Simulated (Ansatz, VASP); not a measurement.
# Two plane-wave programs on ZrB2

```
Zr B
1.0
     3.17000    0.00000    0.00000
    -1.58500    2.74530    0.00000
     0.00000    0.00000    3.53300
Zr B
1 2
Direct
  0.00000 0.00000 0.00000
  0.33333 0.66667 0.50000
  0.66667 0.33333 0.50000
```

Alike in both runs: task relaxation of cell and atoms; functional PBEsol; k mesh 13 × 13 × 10; occupations fermi-dirac, width 0.05 eV; no spin polarisation.

|  | VASP | Ansatz |
| --- | --- | --- |
| version | VASP 6.6.1 | Ansatz 0.2.0 |
| potentials or method | VASP PAW PBE potentials, release 64 (Zr_sv, B) | PAW with Ansatz's default frozen-core files, scalar-relativistic |
| plane-wave cutoff (eV) | 600 | 420 |
| valence electrons in the cell | 18 | 18 |

|  | VASP | Ansatz | Ansatz less VASP |
| --- | --- | --- | --- |
| relaxed volume (Å³/atom) | 10.09 | 10.08 | -0.013 |
| relaxed cell length with the largest relative difference (Å) | 3.510 | 3.508 | -0.0019 |

VASP's potentials were made for PBE, not for PBEsol.
